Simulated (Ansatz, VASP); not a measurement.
**YN: VASP beside Ansatz**

```xyz
2
Lattice="0.0000 2.4466 2.4466 2.4466 0.0000 2.4466 2.4466 2.4466 0.0000" Properties=species:S:1:pos:R:3 pbc="T T T"
Y     0.0000    0.0000    0.0000
N     2.4466    2.4466    2.4466
```

Change from the starting cell: volume scaled by 1.01.

Alike in both runs: task single point; functional PBE; k mesh 9 × 9 × 9; occupations fermi-dirac, width 0.03 eV; no spin polarisation.

|  | VASP | Ansatz |
| --- | --- | --- |
| version | VASP 6.6.1 | Ansatz 0.2.0 |
| potentials or method | VASP PAW PBE potentials, release 64 (Y_sv, N), cutoff 600 eV | all-electron LAPW, scalar-relativistic |

VASP gave:

| Quantity | Value |
| --- | --- |
| pressure (GPa) | 1.0 |

Problem. Estimate Ansatz's values.

Solution. Pressure (GPa): 1.3.

Ansatz ran all-electron here, and VASP with PAW potentials.
